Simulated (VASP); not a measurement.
Set up this calculation in VASP 6.6.1, as the native input.

* Task: single point
* Functional: BLYP
* Potentials or basis: VASP PAW PBE potentials, release 64 (Be)
* Cutoff: 520 eV
* k mesh: 20 × 20 × 20
* Occupations: fermi-dirac, width 0.1 eV
* Spin: no spin polarisation
* Dipole correction: no
* Further INCAR settings: ALGO = Normal; EDIFF = 1e-06; NBANDS = 7

The structure of Be lies in POSCAR:

```
Be
1.0
   -1.2993511642      1.2993511642      1.2993511642
    1.2993511642     -1.2993511642      1.2993511642
    1.2993511642      1.2993511642     -1.2993511642
Be
1
Direct
    0.0000000000      0.0000000000      0.0000000000
```

This cell differs from its parent crystal: volume scaled by 1.12.

The input as run:

INCAR

```
SYSTEM = Be
PREC     = Accurate       ! precision mode
ENCUT    = 520            ! plane-wave cutoff, eV
EDIFF    = 1E-6           ! SCF threshold, eV
ISMEAR   = -1             ! smearing method
SIGMA    = 0.1            ! smearing width, eV
LREAL    = .False.        ! projectors in reciprocal space
LASPH    = .True.         ! aspherical terms in the spheres
NELM     = 80             ! most SCF steps
ALGO     = Normal         ! electronic algorithm
ISIF     = 2              ! what is computed and relaxed
LWAVE    = .False.        ! write WAVECAR
LCHARG   = .False.        ! write CHGCAR
GGA      = B5             ! functional
ALDAX    = 1.0          
AGGAX    = 1.0          
AGGAC    = 1.0          
ALDAC    = 0.0          
NBANDS   = 7              ! bands
```

KPOINTS

```
regular mesh
0
Gamma
  20 20 20
  0 0 0
```

Potentials or basis: VASP PAW PBE potentials, release 64 (Be).

Launch:

```console
$ cat potpaw_PBE.64/Be/POTCAR > POTCAR
$ mpirun -np 1 vasp_std > vasp.out
```

It gave:

```json
{"Pressure": "-11.2 GPa", "Band gap on the k mesh": "zero (band 1 reaches 10.98 eV, above the bottom of band 2 at 6.29 eV)"}
```

Caveat: the PAW data sets were made with another functional, which shifts forces and pressure a little.

Run time: 5.8 s on 1 thread of Intel(R) Xeon(R) 6975P-C (Granite Rapids), with other jobs on the host, peak memory 0.12 GiB.
